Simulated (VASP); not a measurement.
# ZnCd2Te3 (R-3m) in VASP: further runs

The runs below take ZnCd2Te3 through single point, relaxation of cell and atoms, with PBE.

Program: VASP 6.6.1. These are calculated values, not measurements. Logs are shortened: lines on timing, memory, paths and dates and some standing lists are left out, and cuts for length are marked.

## (1) The cell of the first run

It takes space group R-3m (No. 166, trigonal). Conventional cell: a = 6.278 Å, b = 6.278 Å, c = 15.474 Å, α = 90.00°, β = 90.00°, γ = 120.00°. Zn (site symmetry -3m) has 6 Te at 3.15 Å and 6 Cd at 3.68 Å within 4.1 Å. Within 4.8 Å of Cd (site symmetry 3m) lie 3 Zn at 3.68 Å and 9 Te at 3.68 to 3.70 Å and 4 Cd at 3.85 to 3.86 Å. Te (site symmetry 2/m) has 4 Te at 3.14 Å and 2 Zn at 3.15 Å and 6 Cd at 3.68 to 3.70 Å within 4.1 Å.

The cell was generated, and may not be a known phase.

## (2) Single point, PBE

Contents of INCAR:

```
SYSTEM = ZnCd2Te3
PREC     = Accurate       ! precision mode
ENCUT    = 520            ! plane-wave cutoff, eV
EDIFF    = 1E-6           ! SCF threshold, eV
ISMEAR   = 0              ! smearing method
SIGMA    = 0.1            ! smearing width, eV
LREAL    = .FALSE.        ! projectors in reciprocal space
LASPH    = .TRUE.         ! aspherical terms in the spheres
NELM     = 100            ! most SCF steps
ALGO     = Normal         ! electronic algorithm
ISIF     = 2              ! what is computed and relaxed
LWAVE    = .FALSE.        ! write WAVECAR
LCHARG   = .TRUE.         ! write CHGCAR
GGA      = PE             ! functional
LELF     = .TRUE.         ! ELF
LVHAR    = .TRUE.       
NBANDS   = 36             ! bands
```

Contents of KPOINTS:

```
regular mesh
0
G
  3 3 3
  0 0 0
```

Contents of POSCAR:

```
ZnCd2Te3
1.0
    3.1390240200      1.8123163700      5.1579974100
   -3.1390240200      1.8123163700      5.1579974100
    0.0000000000     -3.6246327300      5.1579974100
Zn Cd Te
1 2 3
Direct
    0.5000000000      0.5000000000      0.5000000000
    0.1246800000      0.1246800000      0.1246800000
    0.8753200000      0.8753200000      0.8753200000
    0.0000000000      0.5000000000      0.5000000000
    0.5000000000      0.5000000000      0.0000000000
    0.5000000000      0.0000000000      0.5000000000
```

Potentials or basis: VASP PAW PBE potentials, release 64 (Zn, Cd, Te).

On the command line:

```
cat potpaw_PBE.64/Zn/POTCAR potpaw_PBE.64/Cd/POTCAR potpaw_PBE.64/Te/POTCAR > POTCAR
mpirun -np 1 vasp_std > vasp.out
```

OUTCAR:

```text
SYSTEM = ZnCd2Te3
   PREC = Accurate
   ENCUT = 520
   EDIFF = 1E-6
   ISMEAR = 0
   LREAL = .FALSE.
   LASPH = .TRUE.
   NELM = 100
   ISIF = 2
   GGA = PE

 ion  position               nearest neighbor table
   1  0.500  0.500  0.500-   4 3.15   6 3.15   6 3.15   4 3.15   5 3.15   5 3.15
   2  0.125  0.125  0.125-   5 3.68   5 3.68   4 3.68   6 3.68   4 3.68   6 3.68   4 3.70   6 3.70
                             5 3.70
   3  0.875  0.875  0.875-   5 3.68   5 3.68   4 3.68   6 3.68   4 3.68   6 3.68   4 3.70   6 3.70
                             5 3.70
   4  0.000  0.500  0.500-   6 3.14   6 3.14   5 3.14   5 3.14   1 3.15   1 3.15   3 3.68   2 3.68
                             2 3.68   3 3.68   3 3.70   2 3.70
   5  0.500  0.500  0.000-   4 3.14   6 3.14   6 3.14   4 3.14   1 3.15   1 3.15   3 3.68   2 3.68
                             3 3.68   2 3.68   3 3.70   2 3.70
   6  0.500  0.000  0.500-   4 3.14   4 3.14   5 3.14   5 3.14   1 3.15   1 3.15   3 3.68   2 3.68
                             3 3.68   2 3.68   3 3.70   2 3.70

  LATTYP: Found a trigonal (rhomboedric) cell.
 ALAT       =     6.3041969913
 COS(alpha) =     0.5041392600

  Lattice vectors:

 A1 = (   3.1390240200,   1.8123163700,   5.1579974100)
 A2 = (  -3.1390240200,   1.8123163700,   5.1579974100)
 A3 = (   0.0000000000,  -3.6246327300,   5.1579974100)

Analysis of symmetry for initial positions (statically):
=====================================================================
 Subroutine PRICEL returns:
 Original cell was already a primitive cell.

 Routine SETGRP: Setting up the symmetry group for a
 trigonal (rhombohedral) supercell.

 Subroutine GETGRP returns: Found 12 space group operations
 (whereof 12 operations were pure point group operations)
 out of a pool of 12 trial point group operations.

The static configuration has the point symmetry D_3d.

Analysis of symmetry for dynamics (positions and initial velocities):
=====================================================================
 Subroutine PRICEL returns:
 Original cell was already a primitive cell.

 Routine SETGRP: Setting up the symmetry group for a
 trigonal (rhombohedral) supercell.

 Subroutine GETGRP returns: Found 12 space group operations
 (whereof 12 operations were pure point group operations)
 out of a pool of 12 trial point group operations.

The dynamic configuration has the point symmetry D_3d.

 Subroutine INISYM returns: Found 12 space group operations
 (whereof 12 operations are pure point group operations),
 and found     1 'primitive' translations

----------------------------------------------------------------------------------------

                                     Primitive cell

  volume of cell :     176.0601

  direct lattice vectors                    reciprocal lattice vectors
     3.139024020  1.812316370  5.157997410     0.159285178  0.091963340  0.064624564
    -3.139024020  1.812316370  5.157997410    -0.159285178  0.091963340  0.064624564
     0.000000000 -3.624632730  5.157997410     0.000000000 -0.183926680  0.064624564

  length of vectors
     6.304196991  6.304196991  6.304196992     0.194949630  0.194949630  0.194949630

  position of ions in fractional coordinates (direct lattice)
     0.500000000  0.500000000  0.500000000
     0.124680000  0.124680000  0.124680000
     0.875320000  0.875320000  0.875320000
     0.000000000  0.500000000  0.500000000
     0.500000000  0.500000000  0.000000000
     0.500000000  0.000000000  0.500000000

  ion indices of the primitive-cell ions
   primitive index   ion index
                 1           1
                 2           2
                 3           3
                 4           4
                 5           5
                 6           6

----------------------------------------------------------------------------------------

 KPOINTS: regular mesh

Automatic generation of k-mesh.
 Grid dimensions read from file:
 generate k-points for:    3    3    3

 Generating k-lattice:

  Cartesian coordinates                     Fractional coordinates (reciprocal lattice)
     0.053095059  0.030654447  0.021541521     0.333333333  0.000000000  0.000000000
    -0.053095059  0.030654447  0.021541521     0.000000000  0.333333333  0.000000000
     0.000000000 -0.061308893  0.021541521     0.000000000  0.000000000  0.333333333

  Length of vectors
     0.064983210  0.064983210  0.064983210

  Shift w.r.t. Gamma in fractional coordinates (k-lattice)
     0.000000000  0.000000000  0.000000000

 Subroutine IBZKPT returns following result:
 ===========================================

 Found      6 irreducible k-points:

 Following reciprocal coordinates:
            Coordinates               Weight
  0.000000  0.000000  0.000000      1.000000
  0.333333  0.000000  0.000000      6.000000
  0.333333  0.333333  0.000000      6.000000
 -0.333333  0.333333  0.000000      6.000000
  0.333333  0.333333  0.333333      2.000000
 -0.333333  0.333333  0.333333      6.000000
   k-points           NKPTS =      6   k-points in BZ     NKDIM =      6   number of bands    NBANDS=     36
   number of dos      NEDOS =    301   number of ions     NIONS =      6
   total plane-waves  NPLWV = 110592
   dimension x,y,z NGX =    48 NGY =   48 NGZ =   48
   dimension x,y,z NGXF=    96 NGYF=   96 NGZF=   96
   ions per type =               1   2   3
   NGX,Y,Z   is equivalent  to a cutoff of  12.66, 12.66, 12.66 a.u.
   NGXF,Y,Z  is equivalent  to a cutoff of  25.32, 25.32, 25.32 a.u.
 SYSTEM =  ZnCd2Te3
   PREC   = accura    normal or accurate (medium, high low for compatibility)
   ISTART =      0    job   : 0-new  1-cont  2-samecut
   ICHARG =      2    charge: 1-file 2-atom 10-const
   ISPIN  =      1    spin polarized calculation?
   LNONCOLLINEAR =      F non collinear calculations
   LSORBIT =      F    spin-orbit coupling
   LASPH  =      T    aspherical Exc in radial PAW
   ENCUT  =  520.0 eV  38.22 Ry    6.18 a.u.  11.72 11.72 11.72*2*pi/ulx,y,z
   NELM   =    100;   NELMIN=  2; NELMDL= -5     # of ELM steps
   EDIFF  = 0.1E-05   stopping-criterion for ELM
   LREAL  =      F    real-space projection
   EDIFFG = 0.1E-04   stopping-criterion for IOM
   NSW    =      0    number of steps for IOM
   IBRION =     -1    ionic relax: 0-MD 1-quasi-New 2-CG
   NFREE  =      0    steps in history (QN), initial steepest desc. (CG)
   ISIF   =      2    stress and relaxation
   ISYM   =      2    0-nonsym 1-usesym 2-fastsym
   POTIM  = 0.5000    time-step for ionic-motion
   TEBEG  =    0.0;   TEEND  =   0.0 temperature during run
   PSTRESS=    0.0 pullay stress
   NELECT =      54.0000    total number of electrons
   NUPDOWN=      -1.0000    fix difference up-down
   EMIN   =  10.00;   EMAX   =-10.00  energy-range for DOS
   EFERMI =   0.00;   METHOD = LEGACY
   ISMEAR =     0;   SIGMA  =   0.10  broadening in eV -4-tet -1-fermi 0-gaus
   EFERMI_NEDOS =   21; number of points for ismear=-14 and -15
   IALGO  =     38    algorithm
   IMIX   =      4    mixing-type and parameters
     AMIX     =   0.40;   BMIX     =  1.00
     AMIX_MAG =   1.60;   BMIX_MAG =  1.00
  volume/ion in A,a.u.               =      29.34       198.02
  Fermi-wavevector in a.u.,A,eV,Ry     =   1.104042  2.086338 16.584272  1.218910
  Thomas-Fermi vector in A             =   2.240509
   LORBIT       =      0    0 simple, 1 ext, 2 COOP (PROOUT), +10 PAW based schemes
   GGA     = PE    functional components
   LHFCALC =     F    Hartree Fock is set to
   AEXX    =    0.0000 exact exchange contribution
   IVDW    =     0    specifies the selected vdW correction
   LEPSILON=     F    determine dielectric tensor
   LRPA    =     F    only Hartree local field effects (RPA)
 non-spin polarized calculation
 Gauss-broadening in eV      SIGMA  =   0.10
  energy-cutoff  :      520.00
  volume of cell :      176.06
 maximum number of plane-waves:      4744
   NGX = 23   NGY = 23   NGZ = 23

 number of electron      53.9999987 magnetization

 Free energy of the ion-electron system (eV)
  ---------------------------------------------------
  ext. energy  EPLUGINS =         0.00000000
  ---------------------------------------------------
  free energy    TOTEN  =        -9.94171727 eV

  energy without entropy =       -9.89023767  energy(sigma->0) =       -9.91597747

 E-fermi :   3.9028     XC(G=0):  -9.4949

 val. band max:        3.8681888390   @ k =   0.3333   0.0000   0.0000
 cond. band min:       3.9141122594   @ k =   0.0000   0.0000   0.0000
 fundamental gap:      0.0459234204
 Fermi energy:         3.9027540355

 k-point     1 :       0.0000    0.0000    0.0000
  band No.  band energies     occupation
      1      -9.0702      2.00000
      2      -6.0905      2.00000
      3      -6.0905      2.00000
      4      -4.1724      2.00000
      5      -4.1724      2.00000
      6      -4.1366      2.00000
[... 28 lines left out ...]
     35       8.7613      0.00000
     36      10.1747      0.00000

 k-point     2 :       0.3333    0.0000    0.0000
  band No.  band energies     occupation
      1      -8.6518      2.00000
      2      -7.1205      2.00000
      3      -6.1889      2.00000
      4      -4.1633      2.00000
      5      -4.1418      2.00000
      6      -4.1344      2.00000
[... 28 lines left out ...]
     35       9.2896      0.00000
     36       9.3406      0.00000

 k-point     3 :       0.3333    0.3333    0.0000
  band No.  band energies     occupation
      1      -8.6166      2.00000
      2      -7.1260      2.00000
      3      -6.1742      2.00000
      4      -4.1541      2.00000
      5      -4.1501      2.00000
      6      -4.1259      2.00000
[... 28 lines left out ...]
     35       8.6079      0.00000
     36       9.1777      0.00000

 k-point     4 :      -0.3333    0.3333    0.0000
  band No.  band energies     occupation
      1      -7.9986      2.00000
      2      -7.9358      2.00000
      3      -6.3005      2.00000
      4      -4.1653      2.00000
      5      -4.1386      2.00000
      6      -4.1136      2.00000
[... 28 lines left out ...]
     35       8.8037      0.00000
     36       9.0133      0.00000

 k-point     5 :       0.3333    0.3333    0.3333
  band No.  band energies     occupation
      1      -8.9819      2.00000
      2      -6.1024      2.00000
      3      -6.1024      2.00000
      4      -4.1477      2.00000
      5      -4.1477      2.00000
      6      -4.1448      2.00000
[... 28 lines left out ...]
     35       7.3751      0.00000
     36       8.0777      0.00000

 k-point     6 :      -0.3333    0.3333    0.3333
  band No.  band energies     occupation
      1      -8.5647      2.00000
      2      -7.1607      2.00000
      3      -6.1864      2.00000
      4      -4.1398      2.00000
      5      -4.1360      2.00000
      6      -4.1204      2.00000
[... 28 lines left out ...]
     35       8.5485      0.00000
     36       8.8989      0.00000

------------------------ aborting loop because EDIFF is reached ----------------------------------------

  FORCE on cell =-STRESS in cart. coord.  units (eV):
  Direction    XX          YY          ZZ          XY          YZ          ZX
  --------------------------------------------------------------------------------------
  -------------------------------------------------------------------------------------
  Total        2.6510370      2.6510370     -4.0485894      0.0000000     -0.0000000      0.0000000
  in kB       24.1248903     24.1248904    -36.8428563      0.0000000     -0.0000000      0.0000000
  external PRESSURE =       3.8023082 kB  Pullay stress =       0.0000000 kB

 VOLUME and BASIS-vectors are now :
 -----------------------------------------------------------------------------
  energy-cutoff  :      520.00
  volume of cell :      176.06
      direct lattice vectors                 reciprocal lattice vectors
     3.139024020  1.812316370  5.157997410     0.159285178  0.091963340  0.064624564
    -3.139024020  1.812316370  5.157997410    -0.159285178  0.091963340  0.064624564
     0.000000000 -3.624632730  5.157997410     0.000000000 -0.183926680  0.064624564

 POSITION                                       TOTAL-FORCE (eV/Angst)
 -----------------------------------------------------------------------------------
      0.00000      0.00000      7.73700        -0.000000     -0.000000     -0.000000
      0.00000      0.00000      1.92930        -0.000000     -0.000000     -0.002555
      0.00000      0.00000     13.54469        -0.000000      0.000000      0.002555
     -1.56951     -0.90616      5.15800        -0.000000     -0.000000      0.000000
      0.00000      1.81232      5.15800         0.000000     -0.000000      0.000000
      1.56951     -0.90616      5.15800        -0.000000     -0.000000     -0.000000
 -----------------------------------------------------------------------------------
    total drift:                               -0.000000      0.000000     -0.000000

  FREE ENERGIE OF THE ION-ELECTRON SYSTEM (eV)
  ---------------------------------------------------
  free  energy   TOTEN  =        -9.9417172701 eV

  energy  without entropy=       -9.8902376697  energy(sigma->0) =       -9.91597747
```

It took 27 s on 1 thread of Intel Xeon 6975P-C (Granite Rapids), shared host; peak memory 0.33 GiB.

Results:

| Property | Result |
| --- | --- |
| Free energy | -9.9417 eV |
| Pressure | 0.4 GPa |
| Band gap on the k mesh | zero (bands 27 and 28 overlap by 0.26 eV) |

Forces on the atoms (eV/Å):
```
Zn   0.000  0.000  0.000
Cd   0.000  0.000 -0.003
Cd   0.000  0.000  0.003
Te   0.000  0.000  0.000
Te   0.000  0.000  0.000
Te   0.000  0.000  0.000
```

Caveat: the k points lie up to 0.41 Å⁻¹ apart; semilocal functionals underestimate gaps, and a narrow one can read as zero; spin-orbit coupling is left out, which moves the levels of the heavy elements.

## (3) Single point, PBE

This run uses another cell than the first one, of 28.93 Å³/atom.

Contents of INCAR:

```
PREC     = Accurate       # precision mode
ENCUT    = 520            # plane-wave cutoff, eV
EDIFF    = 1E-6           # SCF threshold, eV
ISMEAR   = 0              # smearing method
SIGMA    = 0.1            # smearing width, eV
LREAL    = False          # projectors in reciprocal space
LASPH    = True           # aspherical terms in the spheres
NELM     = 100            # most SCF steps
ALGO     = Normal         # electronic algorithm
ISIF     = 2              # what is computed and relaxed
LWAVE    = False          # write WAVECAR
LCHARG   = False          # write CHGCAR
GGA      = PE             # functional
NBANDS   = 36             # bands
```

Contents of KPOINTS:

```
regular mesh
0
Gamma
  6 6 6
```

Contents of POSCAR:

```
ZnCd2Te3
1.0
    3.7564831196      2.1688065415      3.5513172191
   -3.7564831196      2.1688065415      3.5513172191
    0.0000000000     -4.3376130795      3.5513172213
Zn Cd Te
1 2 3
Direct
    0.5000000000      0.5000000000      0.5000000000
    0.1285414456      0.1285414456      0.1285414456
    0.8714585544      0.8714585544      0.8714585544
    0.0000000000      0.5000000000      0.5000000000
    0.5000000000      0.5000000000      0.0000000000
    0.5000000000      0.0000000000      0.5000000000
```

Potentials or basis: VASP PAW PBE potentials, release 64 (Zn, Cd, Te).

On the command line:

```
cat potpaw_PBE.64/Zn/POTCAR potpaw_PBE.64/Cd/POTCAR potpaw_PBE.64/Te/POTCAR > POTCAR
mpirun -np 1 vasp_std > vasp.out
```

It took 82 s on 1 thread of Intel Xeon 6975P-C (Granite Rapids), shared host; peak memory 0.38 GiB.

The run converged. Its results:

```
Free energy            : -11.7489 eV
Pressure               : 0.1 GPa
Largest force          : 0.010 eV/Å
Band gap on the k mesh : zero (bands 27 and 28 overlap by 1.07 eV)
```

Forces on the atoms (eV/Å):
```
Zn   0.000  0.000  0.000
Cd   0.000  0.000  0.010
Cd   0.000  0.000 -0.010
Te   0.000  0.000  0.000
Te   0.000  0.000  0.000
Te   0.000  0.000  0.000
```

Stress tensor (GPa, compression positive):
```
0.07 0.00 0.00
0.00 0.07 0.00
0.00 0.00 0.19
```

Levels at points of the mesh, in eV from the Fermi level:
```
           k point  band 25  band 26  band 27  band 28  band 29  band 30
(0.00, 0.00, 0.00)    -1.20    -0.65    -0.08    -0.05    -0.05     2.77
(0.50, 0.00, 0.00)    -1.41    -1.20     0.14     0.17     0.69     2.77
(0.50, 0.50, 0.00)    -1.34    -0.38     0.04     0.69     1.33     3.46
(0.50, 0.50, 0.50)    -0.02     0.78     0.78     0.78     3.49     3.59
```

Caveat: spin-orbit coupling is left out, which moves the levels of the heavy elements.

[end of part 1 of 2]

The gap in the log of VASP goes by the Fermi energy; the results here count the filled bands.